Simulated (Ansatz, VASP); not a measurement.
**C: VASP beside Ansatz**

```
C
1.0
     1.22905    0.70959    3.28297
    -1.22905    0.70959    3.28297
     0.00000   -1.41918    3.28297
C
2
Direct
  0.16016 0.16016 0.16016
  0.83984 0.83984 0.83984
```

Change from the starting cell: mode 4 frozen in at -0.063 Å and mode 6 at +0.000 Å (largest displacements).

Alike in both runs: task single point; functional PBEsol; dispersion D3(BJ); k mesh 15 × 15 × 15; occupations gaussian, width 0.05 eV; no spin polarisation.

```csv
,VASP,Ansatz
version,VASP 6.6.1,Ansatz 0.2.0
potentials or method,"VASP PAW PBE potentials, release 64 (C), cutoff 520 eV","scalar-relativistic, plane waves, PAW"
valence electrons in the cell,8,8
```

```tsv
	VASP	Ansatz	Ansatz less VASP
gap on the k mesh at the Fermi level (eV)	0.94	0.94	0.000
least direct gap on the mesh (eV)	1.02	1.02	-0.001
pressure (GPa)	-0.4	-1.1	-0.76
traceless stress, the component that is largest in VASP (GPa)	-2.79	-1.97	+0.818
rms of the force components (eV/Å)	1.202	1.209	+0.0074
```

VASP's potentials were made for PBE, not for PBEsol, and Ansatz warns of the same on its side. Atom by atom the forces differ by 0.007 eV/Å (rms over components).
